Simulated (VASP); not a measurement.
# Ge (I4_1/amd) in VASP: notebook, part 2 of 2

VASP 6.6.1. Earlier steps stand in the parts before.

## 3. Single point, PBEsol (strain -0.025 along x and y, +0.050 along z)

File INCAR:

```
SYSTEM = Ge
PREC = Accurate
ENCUT = 520
EDIFF = 1E-7
ISMEAR = 0
SIGMA = 0.15
LREAL = .FALSE.
LASPH = .TRUE.
NELM = 80
ALGO = Normal
ISIF = 2
LWAVE = .FALSE.
LCHARG = .FALSE.
GGA = PS
NBANDS = 21
```

File KPOINTS:

```
Automatic mesh
0
G
  20 20 20
  0 0 0
```

File POSCAR:

```
Ge
1.0
   -2.5101274760      2.5101274760      1.4672832754
    2.5101274760     -2.5101274760      1.4672832754
    2.5101274760      2.5101274760     -1.4672832754
Ge
2
Direct
    0.2500000000      0.7500000000      0.5000000000
    0.5000000000      0.5000000000      0.0000000000
```

Potentials or basis: VASP PAW PBE potentials, release 64 (Ge_d).

On the command line:

```bash
cat potpaw_PBE.64/Ge_d/POTCAR > POTCAR
mpirun -np 1 vasp_std > vasp.out
```

Run time: 10 min. Hardware: 1 thread of Intel Xeon 8259CL, shared host; peak memory 0.48 GiB.

Results (log left out):

```
Free energy            : -9.5233 eV
Pressure               : -0.2 GPa
Band gap on the k mesh : zero (bands 14 and 15 overlap by 5.78 eV)
```

Stress tensor (GPa, compression positive):
```
 1.12  0.00  0.00
 0.00  1.12  0.00
 0.00  0.00 -2.75
```

Levels at points of the mesh, in eV from the Fermi level:
| k point | band 10 | band 11 | band 12 | band 13 | band 14 | band 15 | band 16 | band 17 | band 18 | band 19 |
| --- | --- | --- | --- | --- | --- | --- | --- | --- | --- | --- |
| (0.00, 0.00, 0.00) | -24.33 | -13.34 | -3.16 | -2.01 | -2.01 | 3.56 | 6.91 | 7.08 | 8.14 | 8.14 |
| (0.50, 0.00, 0.00) | -24.39 | -8.60 | -6.70 | -2.52 | -1.73 | -1.73 | 2.35 | 3.71 | 5.75 | 9.33 |
| (0.50, 0.50, 0.00) | -24.43 | -10.43 | -10.43 | 0.99 | 0.99 | 2.63 | 2.63 | 6.26 | 6.26 | 9.99 |
| (0.50, 0.50, 0.50) | -24.49 | -8.50 | -8.50 | -5.86 | -5.86 | 4.60 | 4.60 | 11.93 | 11.93 | 15.01 |

Caveat: the cell differs from its parent crystal (strain -0.025 along x and y, +0.050 along z); the PAW data sets were made with another functional, which shifts forces and pressure a little.

## 4. Single point, PBEsol (strain +0.025 along x and y, -0.050 along z)

File INCAR:

```
SYSTEM = Ge
  PREC = Accurate
  ENCUT = 520
  EDIFF = 1E-6
  ISMEAR = 0
  SIGMA = 0.15
  LREAL = .False.
  LASPH = .True.
  NELM = 100
  ALGO = Normal
  ISIF = 2
  LWAVE = .False.
  LCHARG = .False.
  GGA = PS
  NBANDS = 21
```

File KPOINTS:

```
Automatic mesh
0
Gamma
  20 20 20
  0 0 0
```

File POSCAR:

```
Ge
1.0
   -2.6388519620      2.6388519620      1.3275420110
    2.6388519620     -2.6388519620      1.3275420110
    2.6388519620      2.6388519620     -1.3275420110
Ge
2
Direct
    0.2500000000      0.7500000000      0.5000000000
    0.5000000000      0.5000000000      0.0000000000
```

On the command line:

```bash
cat potpaw_PBE.64/Ge_d/POTCAR > POTCAR
mpirun -np 1 vasp_std > vasp.out
```

Run time: 7.9 min. Hardware: 1 thread of Intel Xeon 8259CL, shared host; peak memory 0.48 GiB.

It converged, with:

| Quantity | Value |
| --- | --- |
| Free energy | -9.4895 eV |
| Pressure | -0.1 GPa |
| Band gap on the k mesh | zero (bands 14 and 15 overlap by 4.72 eV) |

Stress tensor (GPa, compression positive):
```
-2.88  0.00  0.00
 0.00 -2.88  0.00
 0.00  0.00  5.55
```

Levels at points of the mesh, in eV from the Fermi level:
```tsv
k point	band 12	band 13	band 14	band 15	band 16	band 17
(0.00, 0.00, 0.00)	-4.98	-2.67	-2.67	2.97	6.82	6.82
(0.50, 0.00, 0.00)	-6.07	-2.66	-2.30	-0.88	2.66	3.55
(0.50, 0.50, 0.00)	-10.76	0.17	0.17	1.19	1.19	9.18
(0.50, 0.50, 0.50)	-9.29	-5.99	-5.99	8.01	8.01	9.91
```

Caveat: the cell differs from its parent crystal (strain +0.025 along x and y, -0.050 along z); the stress differs along the axes, from -3 to 6 GPa; the PAW data sets were made with another functional, which shifts forces and pressure a little.

## 5. Single point, PBEsol (strain +0.000 along x and y, -0.050 along z)

File INCAR:

```
SYSTEM = Ge
  PREC = Accurate
  ENCUT = 520
  EDIFF = 1E-6
  ISMEAR = 0
  SIGMA = 0.15
  LREAL = .False.
  LASPH = .True.
  NELM = 80
  ALGO = Normal
  ISIF = 2
  LWAVE = .False.
  LCHARG = .True.
  GGA = PS
  LELF = .True.
  LVHAR = .True.
  NBANDS = 21
```

File KPOINTS:

```
regular mesh
0
Gamma
  20 20 20
  0 0 0
```

File POSCAR:

```
Ge
1.0
   -2.5744897190      2.5744897190      1.3275420110
    2.5744897190     -2.5744897190      1.3275420110
    2.5744897190      2.5744897190     -1.3275420110
Ge
2
Direct
    0.2500000000      0.7500000000      0.5000000000
    0.5000000000      0.5000000000      0.0000000000
```

Potentials or basis: VASP PAW PBE potentials, release 64 (Ge_d).

On the command line:

```bash
cat potpaw_PBE.64/Ge_d/POTCAR > POTCAR
mpirun -np 1 vasp_std > vasp.out
```

OUTCAR:

```text
SYSTEM = Ge
   PREC = Accurate
   ENCUT = 520
   EDIFF = 1E-6
   ISMEAR = 0
   LREAL = .False.
   LASPH = .True.
   NELM = 80
   ISIF = 2
   GGA = PS

 ion  position               nearest neighbor table
   1  0.250  0.750  0.500-   2 2.66   2 2.66   2 2.66   2 2.66
   2  0.500  0.500  0.000-   1 2.66   1 2.66   1 2.66   1 2.66

  LATTYP: Found a body centered tetragonal cell.
 ALAT       =     5.1489794380
 C/A-ratio  =     0.5156524810

  Lattice vectors:

[... 767 lines left out ...]

  FORCE on cell =-STRESS in cart. coord.  units (eV):
  Direction    XX          YY          ZZ          XY          YZ          ZX
  --------------------------------------------------------------------------------------
  -------------------------------------------------------------------------------------
  Total        0.3585610      0.3585610      1.8364767      0.0000000      0.0000000      0.0000000
  in kB       16.3223636     16.3223636     83.5998356      0.0000000      0.0000000      0.0000000
  external PRESSURE =      38.7481876 kB  Pullay stress =       0.0000000 kB

 VOLUME and BASIS-vectors are now :
 -----------------------------------------------------------------------------
  energy-cutoff  :      520.00
  volume of cell :       35.20
      direct lattice vectors                 reciprocal lattice vectors
    -2.574489719  2.574489719  1.327542011     0.000000000  0.194213244  0.376635915
     2.574489719 -2.574489719  1.327542011     0.194213244  0.000000000  0.376635915
     2.574489719  2.574489719 -1.327542011     0.194213244  0.194213244  0.000000000

 POSITION                                       TOTAL-FORCE (eV/Angst)
 -----------------------------------------------------------------------------------
      2.57449      0.00000      0.66377        -0.000000      0.000000      0.000000
      0.00000      0.00000      1.32754         0.000000     -0.000000     -0.000000
 -----------------------------------------------------------------------------------
    total drift:                                0.000000     -0.000000      0.000000

  FREE ENERGIE OF THE ION-ELECTRON SYSTEM (eV)
  ---------------------------------------------------
  free  energy   TOTEN  =        -9.4966266399 eV

  energy  without entropy=       -9.4877638182  energy(sigma->0) =       -9.49219523
```

Run time: 4.6 min. Hardware: 1 thread of Intel Xeon 6975P-C (Granite Rapids), shared host; peak memory 0.46 GiB.

Results:

- Free energy: -9.4966 eV
- Pressure: 3.9 GPa
- Band gap on the k mesh: zero (bands 14 and 15 overlap by 5.16 eV)

Levels at points of the mesh, in eV from the Fermi level:
```
           k point  band 11  band 12  band 13  band 14  band 15  band 16  band 17  band 18
(0.00, 0.00, 0.00)   -13.76    -4.53    -2.72    -2.72     2.94     7.41     7.41     9.52
(0.50, 0.00, 0.00)    -7.72    -6.39    -2.56    -2.32    -1.12     2.53     3.72     5.71
(0.50, 0.50, 0.00)   -11.01   -11.01     0.29     0.29     1.53     1.53     8.99     8.99
(0.50, 0.50, 0.50)    -9.32    -9.32    -6.31    -6.31     7.67     7.67    10.85    10.85
```

Caveat: the cell differs from its parent crystal (strain +0.000 along x and y, -0.050 along z); the stress differs along the axes, from 2 to 8 GPa; the PAW data sets were made with another functional, which shifts forces and pressure a little.

## 6. Summary

```csv
cell,gap on the mesh (eV),pressure (GPa)
"a = 3.828 Å, angles 98.0, 98.0, 136.1°, 2 atoms",none,1.5
"a = 3.841 Å, angles 98.4, 98.4, 135.1°, 2 atoms",none,-0.2
"a = 3.961 Å, angles 96.4, 96.4, 140.8°, 2 atoms",none,-0.1
"a = 3.875 Å, angles 96.7, 96.7, 139.9°, 2 atoms",none,3.9
```

Alike in all rows: task single point; level PBEsol; potentials or basis VASP PAW PBE potentials, release 64 (Ge_d); no spin polarisation; k mesh 20 × 20 × 20; cutoff (eV) 520; smearing gaussian 0.15 eV.

Caveats: the PAW data sets were made with another functional, which shifts forces and pressure a little; the stress differs along the axes, from -3 to 6 GPa (at least some runs); the stress differs along the axes, from 2 to 8 GPa (at least some runs).

Absolute energies hang on the potentials; compare differences alone.
